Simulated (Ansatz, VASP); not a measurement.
Two plane-wave programs on Co

```xyz
1
Lattice="0.0000 1.7691 1.7691 1.7691 0.0000 1.7691 1.7691 1.7691 0.0000" Properties=species:S:1:pos:R:3 pbc="T T T"
Co    0.0000    0.0000    0.0000
```

Alike in both runs: task relaxation of cell and atoms; functional RPBE; k mesh 15 × 15 × 15; occupations fermi-dirac, width 0.05 eV; collinear spin.

```csv
,VASP,Ansatz
version,VASP 6.6.1,Ansatz 0.2.0
potentials or method,"VASP PAW PBE potentials, release 64 (Co), cutoff 600 eV","plane waves (420 eV) with PAW, scalar-relativistic"
valence electrons in the cell,9,17
```

Ansatz gave:

* net moment per atom (μB): 1.68
* size of the moment on the site where the two differ most (μB): 1.76
* relaxed volume (Å³/atom): 11.22
* relaxed cell length with the largest relative difference (Å): 2.513

Q: What did VASP give for the same quantities?

A: net moment per atom (μB): 1.67; size of the moment on the site where the two differ most (μB): 1.70; relaxed volume (Å³/atom): 11.19; relaxed cell length with the largest relative difference (Å): 2.511.

VASP's potentials were made for PBE, not for RPBE. Site moments also hang on the region over which each program counts them. VASP's potentials hold 9 valence electrons a cell and Ansatz's 17, so a difference there can come from the potentials and not from the codes.
